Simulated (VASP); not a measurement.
# Al3H: relaxation of cell and atoms with PBE

The system is Al3H.

```
Al H
1.0
     2.76658    0.00000    0.00000
    -1.38329    2.39593    0.00000
     0.00000    0.00000    8.18111
Al H
3 1
Direct
  0.00000 0.00000 0.00000
  0.66667 0.33333 0.68766
  0.66667 0.33333 0.31234
  0.00000 0.00000 0.50000
```

The cell was generated, and may not be a known phase.

```
Program                : VASP 6.6.1
Task                   : relaxation of cell and atoms
Functional             : PBE
Potentials or basis    : VASP PAW PBE potentials, release 64 (Al, H)
Cutoff                 : 600 eV
k mesh                 : 18 × 18 × 6
Occupations            : gaussian, width 0.1 eV
Spin                   : no spin polarisation
Dipole correction      : no
Further INCAR settings : ALGO = Normal; EDIFF = 1e-06; IBRION = 2; EDIFFG = -0.01; NSW = 100; ISIF = 3
```

| Quantity | Value |
| --- | --- |
| Relaxed volume | 13.39 Å³/atom |
| Relaxed cell | a = 2.841 Å, b = 2.841 Å, c = 7.663 Å, α = 90.00°, β = 90.00°, γ = 120.00° |
| Space group after relaxing (to 0.1 Å) | P-6m2 (No. 187) |
| Energy gained by relaxing | 8.9 meV/atom |
| Ionic steps | 8 |
| Pressure after relaxing | 0.0 GPa |
| Band gap on the k mesh | zero (bands 5 and 6 overlap by 5.86 eV) |

The path:
```
step  energy change (eV)  largest force (eV/Å)  pressure (GPa)  volume (Å³)
   1              0.0000                0.0858            0.10        54.23
   2             -0.0186                0.0617           -0.33        54.29
   3             -0.0284                0.0143           -0.65        54.33
   4             -0.0318                0.0717           -1.07        54.36
   5             -0.0346                0.0458            0.42        53.24
   6             -0.0350                0.0539            0.04        53.52
   7             -0.0353                0.0289            0.02        53.54
   8             -0.0355                0.0014            0.00        53.56
```

Final structure:
```xyz
4
Lattice="2.8408 0.0000 0.0000 -1.4204 2.4602 0.0000 0.0000 0.0000 7.6634" Properties=species:S:1:pos:R:3 pbc="T T T"
Al    2.8408    0.0000    0.0000
Al    1.4204    0.8201    5.2740
Al    1.4204    0.8201    2.3894
H     0.0000    0.0000    3.8317
```

Levels at points of the mesh, in eV from the Fermi level:
```tsv
k point	band 3	band 4	band 5	band 6	band 7	band 8
(0.00, 0.00, 0.00)	-8.59	-1.82	-1.36	8.33	10.29	10.38
(0.50, 0.00, 0.00)	-3.49	-3.07	-2.43	-2.25	3.35	4.01
(0.00, 0.00, 0.50)	-5.99	-5.58	3.32	3.89	9.51	11.46
(0.50, 0.00, 0.50)	-4.37	-3.98	-0.95	0.02	0.72	0.72
```

Wall time 2.8 min on 1 thread of AMD EPYC 9R45 96-Core Processor (Zen 5), with other jobs on the host, peak memory 0.22 GiB.

Caveat: the highest band is partly filled, so the run has too few bands.
